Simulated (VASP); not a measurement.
# CoSi (NiAs type) (P6_3/mmc) in VASP: notebook

CoSi (NiAs type) is run at these levels: PBE; tasks: relaxation of shape and atoms at fixed volume, relaxation of cell and atoms, single point.

All numbers are computed with VASP 6.6.1; they aren't measurements. Logs are shortened: lines on timing, memory, paths and dates and some standing lists are left out, and cuts for length are marked.

**1. The cell of the first run**

Symmetry: P6_3/mmc, No. 194, hexagonal system. The conventional cell has a = 3.311 Å, b = 3.311 Å, c = 4.921 Å, α = 90.00°, β = 90.00°, γ = 120.00°. Co (site symmetry -3m) has 6 Si at 2.27 Å and 2 Co at 2.46 Å within 3.0 Å. Within 3.4 Å of Si (site symmetry -6m2) lie 6 Co at 2.27 Å and 12 Si at 3.12 to 3.31 Å.

**2. Relaxation of shape and atoms at fixed volume, PBE**

Input file INCAR:

```
SYSTEM = CoSi
PREC     = Accurate       ! precision mode
ENCUT    = 600            ! plane-wave cutoff, eV
EDIFF    = 1E-6           ! SCF threshold, eV
ISMEAR   = -1             ! smearing method
SIGMA    = 0.08           ! smearing width, eV
LREAL    = .False.        ! projectors in reciprocal space
LASPH    = .True.         ! aspherical terms in the spheres
NELM     = 80             ! most SCF steps
ALGO     = Normal         ! electronic algorithm
ISIF     = 4              ! what is computed and relaxed
LWAVE    = .False.        ! write WAVECAR
LCHARG   = .False.        ! write CHGCAR
GGA      = PE             ! functional
IBRION   = 2              ! ionic algorithm
NSW      = 50             ! ionic steps
EDIFFG   = -0.005         ! ionic threshold
```

Input file KPOINTS:

```
regular mesh
0
Gamma
  12 12 7
  0 0 0
```

Input file POSCAR:

```
CoSi
1.0
    3.3114647186      0.0000000000      0.0000000000
   -1.6557323593      2.8678125701      0.0000000000
    0.0000000000      0.0000000000      4.9209296552
Co Si
2 2
Direct
    0.0000000000      0.0000000000      0.0000000000
    0.0000000000      0.0000000000      0.5000000000
    0.3333333333      0.6666666667      0.2500000000
    0.6666666667      0.3333333333      0.7500000000
```

Potentials or basis: VASP PAW PBE potentials, release 64 (Co, Si).

Run with:

```sh
> cat potpaw_PBE.64/Co/POTCAR potpaw_PBE.64/Si/POTCAR > POTCAR
> mpirun -np 1 vasp_std > vasp.out
```

OUTCAR:

```text
SYSTEM = CoSi
   PREC = Accurate
   ENCUT = 600
   EDIFF = 1E-6
   ISMEAR = -1
   LREAL = .False.
   LASPH = .True.
   NELM = 80
   ISIF = 4
   GGA = PE
   IBRION = 2
   NSW = 50
   EDIFFG = -0.005

 ion  position               nearest neighbor table
   1  0.000  0.000  0.000-   3 2.27   4 2.27   4 2.27   3 2.27   4 2.27   3 2.27   2 2.46   2 2.46

   2  0.000  0.000  0.500-   3 2.27   4 2.27   4 2.27   3 2.27   4 2.27   3 2.27   1 2.46   1 2.46

   3  0.333  0.667  0.250-   1 2.27   2 2.27   1 2.27   2 2.27   1 2.27   2 2.27   4 3.12   4 3.12
                             4 3.12   4 3.12   4 3.12   4 3.12
   4  0.667  0.333  0.750-   1 2.27   2 2.27   1 2.27   2 2.27   1 2.27   2 2.27   3 3.12   3 3.12
                             3 3.12   3 3.12   3 3.12   3 3.12

  LATTYP: Found a hexagonal cell.
 ALAT       =     3.3114647186
 C/A-ratio  =     1.4860281094

  Lattice vectors:

 A1 = (   3.3114647186,   0.0000000000,   0.0000000000)
 A2 = (  -1.6557323593,   2.8678125701,   0.0000000000)
 A3 = (   0.0000000000,   0.0000000000,   4.9209296552)

Analysis of symmetry for initial positions (statically):
=====================================================================
 Subroutine PRICEL returns:
 Original cell was already a primitive cell.

 Routine SETGRP: Setting up the symmetry group for a
 hexagonal supercell.

 Subroutine GETGRP returns: Found 24 space group operations
 (whereof 12 operations were pure point group operations)
 out of a pool of 24 trial point group operations.

The static configuration has the point symmetry D_3d.
 The point group associated with its full space group is D_6h.

Analysis of symmetry for dynamics (positions and initial velocities):
=====================================================================
 Subroutine PRICEL returns:
 Original cell was already a primitive cell.

 Routine SETGRP: Setting up the symmetry group for a
 hexagonal supercell.

 Subroutine GETGRP returns: Found 24 space group operations
 (whereof 12 operations were pure point group operations)
 out of a pool of 24 trial point group operations.

The dynamic configuration has the point symmetry D_3d.
 The point group associated with its full space group is D_6h.

 Subroutine INISYM returns: Found 24 space group operations
 (whereof 12 operations are pure point group operations),
 and found     1 'primitive' translations

----------------------------------------------------------------------------------------

                                     Primitive cell

  volume of cell :      46.7324

  direct lattice vectors                    reciprocal lattice vectors
     3.311464719  0.000000000  0.000000000     0.301981173  0.174348912  0.000000000
    -1.655732359  2.867812570  0.000000000     0.000000000  0.348697823  0.000000000
     0.000000000  0.000000000  4.920929655     0.000000000  0.000000000  0.203213634

  length of vectors
     3.311464719  3.311464719  4.920929655     0.348697823  0.348697823  0.203213634

  position of ions in fractional coordinates (direct lattice)
     0.000000000  0.000000000  0.000000000
     0.000000000  0.000000000  0.500000000
     0.333333333  0.666666667  0.250000000
     0.666666667  0.333333333  0.750000000

  ion indices of the primitive-cell ions
   primitive index   ion index
                 1           1
                 2           2
                 3           3
                 4           4

----------------------------------------------------------------------------------------

 KPOINTS: regular mesh

Automatic generation of k-mesh.
 Grid dimensions read from file:
 generate k-points for:   12   12    7

 Generating k-lattice:

  Cartesian coordinates                     Fractional coordinates (reciprocal lattice)
     0.025165098  0.014529076  0.000000000     0.083333333  0.000000000  0.000000000
     0.000000000  0.029058152  0.000000000     0.000000000  0.083333333  0.000000000
     0.000000000  0.000000000  0.029030519     0.000000000  0.000000000  0.142857143

  Length of vectors
     0.029058152  0.029058152  0.029030519

  Shift w.r.t. Gamma in fractional coordinates (k-lattice)
     0.000000000  0.000000000  0.000000000

 Subroutine IBZKPT returns following result:
 ===========================================

 Found     76 irreducible k-points:

 Following reciprocal coordinates:
            Coordinates               Weight
  0.000000  0.000000  0.000000      1.000000
  0.083333  0.000000  0.000000      6.000000
  0.166667  0.000000  0.000000      6.000000
  0.250000  0.000000  0.000000      6.000000
  0.333333  0.000000  0.000000      6.000000
  0.416667  0.000000  0.000000      6.000000
[... 16 lines left out ...]
  0.250000  0.000000  0.142857     12.000000
  0.333333  0.000000  0.142857     12.000000
 [... further k-points ...]
   k-points           NKPTS =     76   k-points in BZ     NKDIM =     76   number of bands    NBANDS=     17
   number of dos      NEDOS =    301   number of ions     NIONS =      4
   total plane-waves  NPLWV =  31360
   dimension x,y,z NGX =    28 NGY =   28 NGZ =   40
   dimension x,y,z NGXF=    56 NGYF=   56 NGZF=   80
   ions per type =               2   2
   NGX,Y,Z   is equivalent  to a cutoff of  14.06, 14.06, 13.51 a.u.
   NGXF,Y,Z  is equivalent  to a cutoff of  28.11, 28.11, 27.03 a.u.
 SYSTEM =  CoSi
   PREC   = accura    normal or accurate (medium, high low for compatibility)
   ISTART =      0    job   : 0-new  1-cont  2-samecut
   ICHARG =      2    charge: 1-file 2-atom 10-const
   ISPIN  =      1    spin polarized calculation?
   LNONCOLLINEAR =      F non collinear calculations
   LSORBIT =      F    spin-orbit coupling
   LASPH  =      T    aspherical Exc in radial PAW
   ENCUT  =  600.0 eV  44.10 Ry    6.64 a.u.   6.61  6.61  9.83*2*pi/ulx,y,z
   NELM   =     80;   NELMIN=  2; NELMDL= -5     # of ELM steps
   EDIFF  = 0.1E-05   stopping-criterion for ELM
   LREAL  =      F    real-space projection
   EDIFFG = -.5E-02   stopping-criterion for IOM
   NSW    =     50    number of steps for IOM
   IBRION =      2    ionic relax: 0-MD 1-quasi-New 2-CG
   NFREE  =      1    steps in history (QN), initial steepest desc. (CG)
   ISIF   =      4    stress and relaxation
   ISYM   =      2    0-nonsym 1-usesym 2-fastsym
   POTIM  = 0.5000    time-step for ionic-motion
   TEBEG  =    0.0;   TEEND  =   0.0 temperature during run
   PSTRESS=    0.0 pullay stress
   NELECT =      26.0000    total number of electrons
   NUPDOWN=      -1.0000    fix difference up-down
   EMIN   =  10.00;   EMAX   =-10.00  energy-range for DOS
   EFERMI =   0.00;   METHOD = LEGACY
   ISMEAR =    -1;   SIGMA  =   0.08  broadening in eV -4-tet -1-fermi 0-gaus
   EFERMI_NEDOS =   21; number of points for ismear=-14 and -15
   IALGO  =     38    algorithm
   IMIX   =      4    mixing-type and parameters
     AMIX     =   0.40;   BMIX     =  1.00
     AMIX_MAG =   1.60;   BMIX_MAG =  1.00
  volume/ion in A,a.u.               =      11.68        78.84
  Fermi-wavevector in a.u.,A,eV,Ry     =   1.346459  2.544439 24.666722  1.812953
  Thomas-Fermi vector in A             =   2.474290
   LORBIT       =      0    0 simple, 1 ext, 2 COOP (PROOUT), +10 PAW based schemes
   GGA     = PE    functional components
   LHFCALC =     F    Hartree Fock is set to
   AEXX    =    0.0000 exact exchange contribution
   IVDW    =     0    specifies the selected vdW correction
   LEPSILON=     F    determine dielectric tensor
   LRPA    =     F    only Hartree local field effects (RPA)
 conjugate gradient relaxation of ions
 non-spin polarized calculation
  energy-cutoff  :      600.00
  volume of cell :       46.73
 maximum number of plane-waves:      1598
 NGX is ok and might be reduce to    28
   NGX = 13   NGY = 13   NGZ = 19

--------------------------------------- Ionic step        1  -------------------------------------------

 number of electron      26.0000003 magnetization

 Free energy of the ion-electron system (eV)
  ---------------------------------------------------
  ext. energy  EPLUGINS =         0.00000000
  ---------------------------------------------------
  free energy    TOTEN  =       -26.31306677 eV

  energy without entropy =      -26.27198679  energy(sigma->0) =      -26.29252678

------------------------ aborting loop because EDIFF is reached ----------------------------------------

  FORCE on cell =-STRESS in cart. coord.  units (eV):
  Direction    XX          YY          ZZ          XY          YZ          ZX
  --------------------------------------------------------------------------------------
  -------------------------------------------------------------------------------------
  Total        3.4307154      3.4307154      4.0983327      0.0000000      0.0000000      0.0000000
  in kB      117.6189289    117.6189289    140.5075758      0.0000000      0.0000000      0.0000000
  external PRESSURE =     125.2484779 kB  Pullay stress =       0.0000000 kB
[... 61 lines left out ...]
  energy  without entropy=      -26.2745126545  energy(sigma->0) =      -26.29502389

--------------------------------------- Ionic step        3  -------------------------------------------

 number of electron      25.9999996 magnetization

 Free energy of the ion-electron system (eV)
  ---------------------------------------------------
  ext. energy  EPLUGINS =         0.00000000
  ---------------------------------------------------
  free energy    TOTEN  =       -26.31600165 eV

  energy without entropy =      -26.27497135  energy(sigma->0) =      -26.29548650

 E-fermi :  10.6560     XC(G=0): -12.4007

 val. band max:       10.6128960321   @ k =   0.3333   0.2500   0.2857
 cond. band min:      10.6880056684   @ k =   0.2500   0.2500   0.1429
 fundamental gap:      0.0751096363
 Fermi energy:        10.6559823184

 k-point     1 :       0.0000    0.0000    0.0000
  band No.  band energies     occupation
      1      -1.8219      2.00000
      2       3.3912      2.00000
      3       4.1228      2.00000
      4       7.1534      2.00000
      5       7.1534      2.00000
      6       7.3910      2.00000
[... 9 lines left out ...]
     16      16.8760      0.00000
     17      17.2551      0.00000
[... 443 lines left out ...]
      1       0.2467      2.00000
      2       3.2912      2.00000
      3       5.4845      2.00000
      4       6.2922      2.00000
      5       7.2543      2.00000
      6       7.3721      2.00000
[... 9 lines left out ...]
     16      13.9165      0.00000
     17      15.6180      0.00000

 [... further k-points ...]

------------------------ aborting loop because EDIFF is reached ----------------------------------------

  FORCE on cell =-STRESS in cart. coord.  units (eV):
  Direction    XX          YY          ZZ          XY          YZ          ZX
  --------------------------------------------------------------------------------------
  -------------------------------------------------------------------------------------
  Total        3.5971434      3.5971434      3.5785775      0.0000000     -0.0000000      0.0000000
  in kB      123.3247618    123.3247618    122.6882440      0.0000000     -0.0000000      0.0000000
  external PRESSURE =     123.1125892 kB  Pullay stress =       0.0000000 kB
[... 19 lines left out ...]
  FREE ENERGIE OF THE ION-ELECTRON SYSTEM (eV)
  ---------------------------------------------------
  free  energy   TOTEN  =       -26.3160016469 eV

  energy  without entropy=      -26.2749713474  energy(sigma->0) =      -26.29548650

 reached required accuracy - stopping structural energy minimisation
```

Run time: 3.3 min. Hardware: 1 thread of Intel Xeon Platinum 8488C (Sapphire Rapids), shared host; peak memory 0.23 GiB.

What came out:

```yaml
Free_energy: -26.3160 eV
Energy_gained_by_relaxing: 0.7 meV/atom
Ionic_steps: 3
Pressure_after_relaxing: 12.3 GPa
Band_gap_on_the_k_mesh: zero (bands 13 and 14 overlap by 2.87 eV)
```

Step by step:
```
step  energy change (eV)  largest force (eV/Å)  pressure (GPa)  volume (Å³)
   1              0.0000                0.0000           12.52        46.73
   2             -0.0025                0.0000           12.41        46.73
   3             -0.0029                0.0000           12.31        46.73
```

Final structure:
```
CELL_PARAMETERS angstrom
3.29648 0.00000 0.00000
-1.64824 2.85483 0.00000
0.00000 0.00000 4.96578
ATOMIC_POSITIONS crystal
Co 0.00000 0.00000 0.00000
Co 0.00000 0.00000 0.50000
Si 0.33333 0.66667 0.25000
Si 0.66667 0.33333 0.75000
```

Spin polarisation is off, so any magnetic state and its effect on volume and gap are missing.

**3. Relaxation of cell and atoms, PBE**

This run uses another cell than the first one, of 12.03 Å³/atom.

Input file INCAR:

```
ALGO = Normal
EDIFF = 1E-6
EDIFFG = -0.005
ENCUT = 600
GGA = PE
IBRION = 2
ISIF = 3
ISMEAR = -1
LASPH = T
LCHARG = F
LREAL = F
LWAVE = F
NELM = 60
NSW = 60
PREC = Accurate
SIGMA = 0.08
```

Input file KPOINTS:

```
k-points
0
Gamma
  12 12 7
```

Input file POSCAR:

```
CoSi
1.0
    3.2968204870      0.0000000000      0.0000000000
   -1.6484102435      2.8551302935      0.0000000000
    0.0000000000      0.0000000000      5.1100717549
Co Si
2 2
Direct
    0.0000000000      0.0000000000      0.0000000000
    0.0000000000      0.0000000000      0.5000000000
    0.3333333333      0.6666666667      0.2500000000
    0.6666666667      0.3333333333      0.7500000000
```

Potentials or basis: VASP PAW PBE potentials, release 64 (Co, Si).

Run with:

```sh
> cat potpaw_PBE.64/Co/POTCAR potpaw_PBE.64/Si/POTCAR > POTCAR
> mpirun -np 1 vasp_std > vasp.out
```

OUTCAR:

```text
EDIFF = 1E-6
   EDIFFG = -0.005
   ENCUT = 600
   GGA = PE
   IBRION = 2
   ISIF = 3
   ISMEAR = -1
   LASPH = T
   LREAL = F
   NELM = 60
   NSW = 60
   PREC = Accurate

 ion  position               nearest neighbor table
   1  0.000  0.000  0.000-   3 2.29   4 2.29   4 2.29   3 2.29   4 2.29   3 2.29   2 2.56   2 2.56

   2  0.000  0.000  0.500-   3 2.29   4 2.29   4 2.29   3 2.29   4 2.29   3 2.29   1 2.56   1 2.56

   3  0.333  0.667  0.250-   1 2.29   2 2.29   1 2.29   2 2.29   1 2.29   2 2.29
   4  0.667  0.333  0.750-   1 2.29   2 2.29   1 2.29   2 2.29   1 2.29   2 2.29

  LATTYP: Found a hexagonal cell.
 ALAT       =     3.2968204870
 C/A-ratio  =     1.5500000000

  Lattice vectors:

 A1 = (   3.2968204870,   0.0000000000,   0.0000000000)
 A2 = (  -1.6484102435,   2.8551302935,   0.0000000000)
 A3 = (   0.0000000000,   0.0000000000,   5.1100717549)

Analysis of symmetry for initial positions (statically):
=====================================================================
 Subroutine PRICEL returns:
 Original cell was already a primitive cell.

 Routine SETGRP: Setting up the symmetry group for a
 hexagonal supercell.

 Subroutine GETGRP returns: Found 24 space group operations
 (whereof 12 operations were pure point group operations)
 out of a pool of 24 trial point group operations.

The static configuration has the point symmetry D_3d.
 The point group associated with its full space group is D_6h.

[... 151 lines left out ...]
  volume of cell :       48.10
 maximum number of plane-waves:      1641
 NGX is ok and might be reduce to    28
   NGX = 13   NGY = 13   NGZ = 21

--------------------------------------- Ionic step        1  -------------------------------------------

 number of electron      26.0000001 magnetization

 Free energy of the ion-electron system (eV)
  ---------------------------------------------------
  ext. energy  EPLUGINS =         0.00000000
  ---------------------------------------------------
  free energy    TOTEN  =       -26.37610295 eV

  energy without entropy =      -26.33276869  energy(sigma->0) =      -26.35443582

 E-fermi :  10.2995     XC(G=0): -12.2613

 val. band max:       10.2894454287   @ k =   0.3333   0.1667   0.1429
 cond. band min:      10.3049496600   @ k =   0.3333   0.1667   0.0000
 fundamental gap:      0.0155042314
 Fermi energy:        10.2995322442

 k-point     1 :       0.0000    0.0000    0.0000
  band No.  band energies     occupation
      1      -2.0165      2.00000
      2       2.7890      2.00000
      3       3.7904      2.00000
      4       6.9724      2.00000
      5       6.9724      2.00000
      6       7.1479      2.00000
[... 736 lines left out ...]
--------------------------------------- Ionic step        8  -------------------------------------------

 number of electron      26.0000000 magnetization

 Free energy of the ion-electron system (eV)
  ---------------------------------------------------
  ext. energy  EPLUGINS =         0.00000000
  ---------------------------------------------------
  free energy    TOTEN  =       -26.42334509 eV

  energy without entropy =      -26.37900012  energy(sigma->0) =      -26.40117261

 E-fermi :   9.7655     XC(G=0): -12.0991

 val. band max:        9.7405001931   @ k =   0.4167  -0.0000   0.0000
 cond. band min:       9.7712679357   @ k =   0.2500   0.0833   0.1429
 fundamental gap:      0.0307677426
 Fermi energy:         9.7655241285

 k-point     1 :       0.0000    0.0000    0.0000
  band No.  band energies     occupation
      1      -2.2244      2.00000
      2       2.7769      2.00000
      3       3.6487      2.00000
      4       6.5000      2.00000
      5       6.5000      2.00000
      6       6.7945      2.00000
[... 502 lines left out ...]
  FREE ENERGIE OF THE ION-ELECTRON SYSTEM (eV)
  ---------------------------------------------------
  free  energy   TOTEN  =       -26.4233450938 eV

  energy  without entropy=      -26.3790001244  energy(sigma->0) =      -26.40117261

 reached required accuracy - stopping structural energy minimisation
```

Run time: 5.9 min. Hardware: 1 thread of Intel Xeon Platinum 8488C (Sapphire Rapids), shared host; peak memory 0.23 GiB.

What came out:

```yaml
Free_energy: -26.4233 eV
Relaxed_volume: 12.42 Å³/atom
Relaxed_cell: a = 3.378 Å, b = 3.378 Å, c = 5.028 Å, α = 90.00°, β = 90.00°, γ = 120.00°
Space_group_after_relaxing_to_0.1_Å: P6_3/mmc (No. 194)
Energy_gained_by_relaxing: 11.8 meV/atom
Ionic_steps: 8
Pressure_after_relaxing: 0.0 GPa
Band_gap_on_the_k_mesh: zero (bands 13 and 14 overlap by 2.70 eV)
```

Step by step:
| step | energy change (eV) | largest force (eV/Å) | pressure (GPa) | volume (Å³) |
| --- | --- | --- | --- | --- |
| 1 | 0.0000 | 0.0000 | 5.40 | 48.10 |
| 2 | -0.0185 | 0.0000 | -4.78 | 50.97 |
| 3 | -0.0337 | 0.0000 | -1.01 | 49.79 |
| 4 | -0.0452 | 0.0000 | -0.42 | 49.72 |
| 5 | -0.0472 | 0.0000 | -0.08 | 49.67 |
| 6 | -0.0472 | 0.0000 | 0.09 | 49.67 |
| 7 | -0.0472 | 0.0000 | 0.02 | 49.67 |
| 8 | -0.0472 | 0.0000 | -0.05 | 49.67 |

Final structure:
```yaml
crystal:
  lattice:
    - [3.37757, 0.00000, 0.00000]
    - [-1.68879, 2.92506, 0.00000]
    - [0.00000, 0.00000, 5.02799]
  atoms:
    - { symbol: Co, position: [0.00000, 0.00000, 0.00000] }
    - { symbol: Co, position: [0.00000, 0.00000, 0.50000] }
    - { symbol: Si, position: [0.33333, 0.66667, 0.25000] }
    - { symbol: Si, position: [0.66667, 0.33333, 0.75000] }
```

Spin polarisation is off, so any magnetic state and its effect on volume and gap are missing.

(Continued in part 2 of 2.)

The gap in the log of VASP goes by the Fermi energy; the results here count the filled bands.